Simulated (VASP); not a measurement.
Set up this calculation in VASP 6.6.1, as the native input.

```yaml
Task: single point
Functional: PBE
Potentials_or_basis: VASP PAW PBE potentials, release 64 (Fe)
Cutoff: 520 eV
k_mesh: 54 × 54 × 54
Occupations: fermi-dirac, width 0.0612256 eV
Spin: no spin polarisation
Dipole_correction: no
Further_INCAR_settings: ALGO = Normal; EDIFF = 1e-06; NBANDS = 10
```

The structure of Fe lies in POSCAR:

```
Fe
1.0
    0.0000000000      1.7364694895      1.7364694895
    1.7364694895      0.0000000000      1.7364694895
    1.7364694895      1.7364694895      0.0000000000
Fe
1
Direct
    0.0000000000      0.0000000000      0.0000000000
```

These files were run (other wordings do the same):

INCAR

```
SYSTEM = Fe
  PREC = Accurate
  ENCUT = 520
  EDIFF = 1E-6
  ISMEAR = -1
  SIGMA = 0.06122561905347299
  LREAL = .False.
  LASPH = .True.
  NELM = 80
  ALGO = Normal
  ISIF = 2
  LWAVE = .False.
  LCHARG = .True.
  GGA = PE
  LELF = .True.
  LVHAR = .True.
  NBANDS = 10
```

KPOINTS

```
regular mesh
0
Gamma
  54 54 54
  0 0 0
```

Potentials or basis: VASP PAW PBE potentials, release 64 (Fe).

Run with:

```console
$ cat potpaw_PBE.64/Fe/POTCAR > POTCAR
$ mpirun -np 1 vasp_std > vasp.out
```

It gave:

* Pressure: -6.0 GPa
* Band gap on the k mesh: zero (band 4 reaches 7.77 eV, above the bottom of band 5 at 5.77 eV)

Caveat: the run has no spin polarisation, though such a crystal can be magnetic.

Wall time 5.2 min on 1 thread of Oxide Virtual Turin-like Processor, on a shared host, peak memory 0.47 GiB.
